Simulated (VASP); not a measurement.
# Ca (Pm-3m) in VASP: further runs, part 2 of 3

VASP 6.6.1. Earlier steps stand in the parts before.

### Step 4. Single point, PBEsol

This run uses another cell than the first one, of 18.24 Å³/atom, 1.041 times its volume.

File INCAR:

```
SYSTEM = Ca
PREC = Accurate ; ENCUT = 500
EDIFF = 1E-6 ; ISMEAR = 1
SIGMA = 0.05 ; LREAL = .FALSE.
LASPH = .TRUE. ; NELM = 120
ALGO = Normal ; ISIF = 2
LWAVE = .FALSE. ; LCHARG = .TRUE.
GGA = PS ; LELF = .TRUE.
LVHAR = .TRUE. ; NBANDS = 11
GGA_COMPAT = .FALSE.
```

File KPOINTS:

```
Automatic mesh
0
G
  11 11 11
  0 0 0
```

File POSCAR:

```
Ca
1.0
    2.6323183855      0.0000000000      0.0000000000
    0.0000000000      2.6323183855      0.0000000000
    0.0000000000      0.0000000000      2.6323183855
Ca
1
Direct
    0.0000000000      0.0000000000      0.0000000000
```

Potentials or basis: VASP PAW PBE potentials, release 64 (Ca_sv).

On the command line:

```bash
$ cat potpaw_PBE.64/Ca_sv/POTCAR > POTCAR
$ mpirun -np 1 vasp_std > vasp.out
```

OUTCAR:

```text
SYSTEM = Ca
   PREC = Accurate
   ENCUT = 500
   EDIFF = 1E-6
   ISMEAR = 1
   LREAL = .FALSE.
   LASPH = .TRUE.
   NELM = 120
   ISIF = 2
   GGA = PS

 ion  position               nearest neighbor table
   1  0.000  0.000  0.000-

  LATTYP: Found a simple cubic cell.
 ALAT       =     2.6323183855

  Lattice vectors:

 A1 = (   2.6323183855,   0.0000000000,   0.0000000000)
 A2 = (   0.0000000000,   2.6323183855,   0.0000000000)
 A3 = (   0.0000000000,   0.0000000000,   2.6323183855)

Analysis of symmetry for initial positions (statically):
=====================================================================
 Subroutine PRICEL returns:
 Original cell was already a primitive cell.

 Routine SETGRP: Setting up the symmetry group for a
 simple cubic supercell.

 Subroutine GETGRP returns: Found 48 space group operations
 (whereof 48 operations were pure point group operations)
 out of a pool of 48 trial point group operations.

The static configuration has the point symmetry O_h .

Analysis of symmetry for dynamics (positions and initial velocities):
=====================================================================
 Subroutine PRICEL returns:
 Original cell was already a primitive cell.

 Routine SETGRP: Setting up the symmetry group for a
 simple cubic supercell.

 Subroutine GETGRP returns: Found 48 space group operations
 (whereof 48 operations were pure point group operations)
 out of a pool of 48 trial point group operations.

The dynamic configuration has the point symmetry O_h .

 Subroutine INISYM returns: Found 48 space group operations
 (whereof 48 operations are pure point group operations),
 and found     1 'primitive' translations

----------------------------------------------------------------------------------------

                                     Primitive cell

  volume of cell :      18.2396

  direct lattice vectors                    reciprocal lattice vectors
     2.632318386  0.000000000  0.000000000     0.379893255  0.000000000  0.000000000
     0.000000000  2.632318386  0.000000000     0.000000000  0.379893255  0.000000000
     0.000000000  0.000000000  2.632318386     0.000000000  0.000000000  0.379893255

  length of vectors
     2.632318386  2.632318386  2.632318386     0.379893255  0.379893255  0.379893255

  position of ions in fractional coordinates (direct lattice)
     0.000000000  0.000000000  0.000000000

  ion indices of the primitive-cell ions
   primitive index   ion index
                 1           1

----------------------------------------------------------------------------------------

 KPOINTS: Automatic mesh

Automatic generation of k-mesh.
 Grid dimensions read from file:
 generate k-points for:   11   11   11

 Generating k-lattice:

  Cartesian coordinates                     Fractional coordinates (reciprocal lattice)
     0.034535750  0.000000000  0.000000000     0.090909091  0.000000000  0.000000000
     0.000000000  0.034535750  0.000000000     0.000000000  0.090909091  0.000000000
     0.000000000  0.000000000  0.034535750     0.000000000  0.000000000  0.090909091

  Length of vectors
     0.034535750  0.034535750  0.034535750

  Shift w.r.t. Gamma in fractional coordinates (k-lattice)
     0.000000000  0.000000000  0.000000000

 Subroutine IBZKPT returns following result:
 ===========================================

 Found     56 irreducible k-points:

 Following reciprocal coordinates:
            Coordinates               Weight
  0.000000  0.000000  0.000000      1.000000
  0.090909  0.000000  0.000000      6.000000
  0.181818  0.000000  0.000000      6.000000
  0.272727  0.000000  0.000000      6.000000
  0.363636  0.000000  0.000000      6.000000
  0.454545  0.000000  0.000000      6.000000
[... 16 lines left out ...]
  0.181818  0.090909  0.090909     24.000000
  0.272727  0.090909  0.090909     24.000000
 [... further k-points ...]
   k-points           NKPTS =     56   k-points in BZ     NKDIM =     56   number of bands    NBANDS=     11
   number of dos      NEDOS =    301   number of ions     NIONS =      1
   total plane-waves  NPLWV =   8000
   dimension x,y,z NGX =    20 NGY =   20 NGZ =   20
   dimension x,y,z NGXF=    40 NGYF=   40 NGZF=   40
   ions per type =               1
   NGX,Y,Z   is equivalent  to a cutoff of  12.63, 12.63, 12.63 a.u.
   NGXF,Y,Z  is equivalent  to a cutoff of  25.26, 25.26, 25.26 a.u.
 SYSTEM =  Ca
   PREC   = accura    normal or accurate (medium, high low for compatibility)
   ISTART =      0    job   : 0-new  1-cont  2-samecut
   ICHARG =      2    charge: 1-file 2-atom 10-const
   ISPIN  =      1    spin polarized calculation?
   LNONCOLLINEAR =      F non collinear calculations
   LSORBIT =      F    spin-orbit coupling
   LASPH  =      T    aspherical Exc in radial PAW
   ENCUT  =  500.0 eV  36.75 Ry    6.06 a.u.   4.80  4.80  4.80*2*pi/ulx,y,z
   NELM   =    120;   NELMIN=  2; NELMDL= -5     # of ELM steps
   EDIFF  = 0.1E-05   stopping-criterion for ELM
   LREAL  =      F    real-space projection
   EDIFFG = 0.1E-04   stopping-criterion for IOM
   NSW    =      0    number of steps for IOM
   IBRION =     -1    ionic relax: 0-MD 1-quasi-New 2-CG
   NFREE  =      0    steps in history (QN), initial steepest desc. (CG)
   ISIF   =      2    stress and relaxation
   ISYM   =      2    0-nonsym 1-usesym 2-fastsym
   POTIM  = 0.5000    time-step for ionic-motion
   TEBEG  =    0.0;   TEEND  =   0.0 temperature during run
   PSTRESS=    0.0 pullay stress
   NELECT =      10.0000    total number of electrons
   NUPDOWN=      -1.0000    fix difference up-down
   EMIN   =  10.00;   EMAX   =-10.00  energy-range for DOS
   EFERMI =   0.00;   METHOD = LEGACY
   ISMEAR =     1;   SIGMA  =   0.05  broadening in eV -4-tet -1-fermi 0-gaus
   EFERMI_NEDOS =   21; number of points for ismear=-14 and -15
   IALGO  =     38    algorithm
   IMIX   =      4    mixing-type and parameters
     AMIX     =   0.40;   BMIX     =  1.00
     AMIX_MAG =   1.60;   BMIX_MAG =  1.00
  volume/ion in A,a.u.               =      18.24       123.09
  Fermi-wavevector in a.u.,A,eV,Ry     =   1.339892  2.532028 24.426678  1.795310
  Thomas-Fermi vector in A             =   2.468248
   LORBIT       =      0    0 simple, 1 ext, 2 COOP (PROOUT), +10 PAW based schemes
   GGA     = PS    functional components
   LHFCALC =     F    Hartree Fock is set to
   AEXX    =    0.0000 exact exchange contribution
   IVDW    =     0    specifies the selected vdW correction
   LEPSILON=     F    determine dielectric tensor
   LRPA    =     F    only Hartree local field effects (RPA)
 non-spin polarized calculation
 Methfessel and Paxton  Order N= 1 SIGMA  =   0.05
  energy-cutoff  :      500.00
  volume of cell :       18.24
 maximum number of plane-waves:       474
 NGX is ok and might be reduce to    20
   NGX =  9   NGY =  9   NGZ =  9

 number of electron      10.0000000 magnetization

 number of electron       9.9999998 magnetization

 Free energy of the ion-electron system (eV)
  ---------------------------------------------------
  ext. energy  EPLUGINS =         0.00000000
  ---------------------------------------------------
  free energy    TOTEN  =        -0.31126022 eV

  energy without entropy =       -0.31117785  energy(sigma->0) =       -0.31123276

 E-fermi :   6.2747     XC(G=0): -11.0392

 val. band max:        6.2276724623   @ k =   0.0000   0.0000   0.0000
 cond. band min:       6.2901841940   @ k =   0.4545   0.0909   0.0909
 fundamental gap:      0.0625117317
 Fermi energy:         6.2747291143

 k-point     1 :       0.0000    0.0000    0.0000
  band No.  band energies     occupation
      1     -35.1038      2.00000
      2     -14.8642      2.00000
      3     -14.8642      2.00000
      4     -14.8642      2.00000
      5       1.9726      2.00000
      6       6.2277      2.03578
      7       6.2277      2.03578
      8      14.0500      0.00000
      9      14.0500      0.00000
     10      14.0500      0.00000
     11      22.9590      0.00000

 k-point     2 :       0.0909    0.0000    0.0000
  band No.  band energies     occupation
      1     -35.0711      2.00000
      2     -15.0813      2.00000
      3     -14.8459      2.00000
      4     -14.8459      2.00000
      5       2.2332      2.00000
      6       6.3068      0.12379
      7       6.4973     -0.00000
      8      13.6888      0.00000
      9      13.6888      0.00000
     10      14.0749      0.00000
     11      21.7347      0.00000
[... 295 lines left out ...]
 k-point    24 :       0.2727    0.0909    0.0909
  band No.  band energies     occupation
      1     -34.7994      2.00000
      2     -16.2532      2.00000
      3     -14.9297      2.00000
      4     -14.8992      2.00000
      5       4.2583      2.00000
      6       7.2699     -0.00000
      7       8.1357      0.00000
      8      11.4772      0.00000
      9      11.8320      0.00000
     10      13.5858      0.00000
     11      18.8222      0.00000

 [... further k-points ...]
[... 5 lines left out ...]
  --------------------------------------------------------------------------------------
  -------------------------------------------------------------------------------------
  Total        4.2805840      4.2805840      4.2805840     -0.0000000      0.0000000     -0.0000000
  in kB      376.0090958    376.0090958    376.0090958     -0.0000000      0.0000000     -0.0000000
  external PRESSURE =     376.0090958 kB  Pullay stress =       0.0000000 kB

 VOLUME and BASIS-vectors are now :
 -----------------------------------------------------------------------------
  energy-cutoff  :      500.00
  volume of cell :       18.24
      direct lattice vectors                 reciprocal lattice vectors
     2.632318386  0.000000000  0.000000000     0.379893255  0.000000000  0.000000000
     0.000000000  2.632318386  0.000000000     0.000000000  0.379893255  0.000000000
     0.000000000  0.000000000  2.632318386     0.000000000  0.000000000  0.379893255

 POSITION                                       TOTAL-FORCE (eV/Angst)
 -----------------------------------------------------------------------------------
      0.00000      0.00000      0.00000         0.000000      0.000000      0.000000
 -----------------------------------------------------------------------------------
    total drift:                                0.000000      0.000000      0.000000

  FREE ENERGIE OF THE ION-ELECTRON SYSTEM (eV)
  ---------------------------------------------------
  free  energy   TOTEN  =        -0.3112602182 eV

  energy  without entropy=       -0.3111778526  energy(sigma->0) =       -0.31123276
```

OSZICAR:

```text
N       E                     dE             d eps       ncg     rms          rms(c)
DAV:   1     0.704771144911E+02    0.70477E+02   -0.55251E+03  1232   0.923E+02
DAV:   2     0.868447669216E+00   -0.69609E+02   -0.68569E+02  1358   0.235E+02
DAV:   3    -0.382767785813E+00   -0.12512E+01   -0.12435E+01  1517   0.321E+01
DAV:   4    -0.411847530025E+00   -0.29080E-01   -0.29043E-01  1543   0.410E+00
DAV:   5    -0.412471373245E+00   -0.62384E-03   -0.62379E-03  1513   0.464E-01    0.278E+00
DAV:   6    -0.341098140720E+00    0.71373E-01   -0.35227E-02  1574   0.139E+00    0.142E+00
DAV:   7    -0.311094090308E+00    0.30004E-01   -0.41465E-02  1886   0.127E+00    0.166E-01
DAV:   8    -0.311268052504E+00   -0.17396E-03   -0.20349E-03  1871   0.472E-01    0.337E-02
DAV:   9    -0.311257416821E+00    0.10636E-04   -0.17336E-04  1610   0.112E-01    0.305E-02
DAV:  10    -0.311260462052E+00   -0.30452E-05   -0.10399E-05  1319   0.405E-02    0.113E-03
DAV:  11    -0.311260218175E+00    0.24388E-06   -0.37788E-07   855   0.445E-03
   1 F= -.31126022E+00 E0= -.31123276E+00  d E =-.823656E-04
```

stdout:

```text
POSCAR found type information on POSCAR Ca
 POSCAR found :  1 types and       1 ions
 scaLAPACK will be used
 -----------------------------------------------------------------------------
|                                                                             |
|                                                                             |
|     You enforced a specific xc type in the INCAR file but a different       |
|     I HOPE YOU KNOW WHAT YOU ARE DOING!                                     |
|                                                                             |
 -----------------------------------------------------------------------------

 LDA part: xc-table for (Slater+PW92), standard interpolation
 POSCAR, INCAR and KPOINTS ok, starting setup
 FFT: planning ... GRIDC
 FFT: planning ... GRID_SOFT
 FFT: planning ... GRID
 WAVECAR not read
 entering main loop
```

Wall time 3.8 s (1 thread of Intel Xeon 6975P-C (Granite Rapids), shared host); peak memory 0.13 GiB.

Results:

| Quantity | Value |
| --- | --- |
| Free energy | -0.3113 eV |
| Pressure | 37.6 GPa |
| Band gap on the k mesh | zero (band 5 reaches 6.29 eV, above the bottom of band 6 at 5.86 eV) |

Caveat: the PAW data sets were made with another functional, which shifts forces and pressure a little.

(Continued in part 3 of 3.)
